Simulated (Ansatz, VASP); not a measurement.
## One calculation of AlN, two programs

The input INCAR:

```
SYSTEM = AlN
  PREC = Accurate
  ENCUT = 520
  EDIFF = 1E-6
  ISMEAR = 0
  SIGMA = 0.05
  LREAL = .False.
  LASPH = .True.
  NELM = 80
  ALGO = Normal
  ISIF = 2
  LWAVE = .False.
  LCHARG = .False.
  GGA = PE
  NBANDS = 16
```

Contents of KPOINTS:

```
regular mesh
0
Gamma
  12 12 6
  0 0 0
```

POSCAR

```
AlN
1.0
    3.1110021516      0.0000000000      0.0000000000
   -1.5555010758      2.6942068945      0.0000000000
    0.0000000000      0.0000000000      4.9780000000
Al N
2 2
Direct
    0.3333333333      0.6666666667      0.0000000000
    0.6666666667      0.3333333333      0.5000000000
    0.4040611426      0.7020305713      0.3727994529
    0.6666666667      0.3333333333      0.8850000000
```

Input for Ansatz:

```yaml
crystal:
  lattice:
    - [3.1110021516, 0.0, 0.0]
    - [-1.5555010758, 2.6942068945, 0.0]
    - [0.0, 0.0, 4.978]
  atoms:
    - { symbol: Al, position: [0.3333333333, 0.6666666667, 0.0] }
    - { symbol: Al, position: [0.6666666667, 0.3333333333, 0.5] }
    - { symbol: "N", position: [0.4040611426, 0.7020305713, 0.3727994529] }
    - { symbol: "N", position: [0.6666666667, 0.3333333333, 0.885] }
basis:
  ecutwfc: 420
kpoints:
  mp_grid: { grid: [12, 12, 6] }
hamiltonian:
  xc: pbe
scf:
  occupations: { method: gaussian, width: 0.05 }
output:
  forces: true
  stress: true
  eigenvalues: true
```

Alike in both runs: task single point; functional PBE; k mesh 12 × 12 × 6; occupations gaussian, width 0.05 eV; no spin polarisation.

|  | VASP | Ansatz |
| --- | --- | --- |
| version | VASP 6.6.1 | Ansatz 0.2.0 |
| potentials or method | VASP PAW PBE potentials, release 64 (Al, N), cutoff 520 eV | scalar-relativistic, plane waves, PAW |
| valence electrons in the cell | 16 | 16 |

|  | VASP | Ansatz | Ansatz less VASP |
| --- | --- | --- | --- |
| gap on the k mesh at the Fermi level (eV) | 3.99 | 3.98 | -0.009 |
| least direct gap on the mesh (eV) | 3.99 | 3.98 | -0.009 |
| pressure (GPa) | 5.8 | 6.1 | +0.25 |
| traceless stress, the component that is largest in VASP (GPa) | -5.50 | -5.47 | +0.028 |
| rms of the force components (eV/Å) | 0.794 | 0.792 | -0.0020 |

Atom by atom the forces differ by 0.002 eV/Å (rms over components).
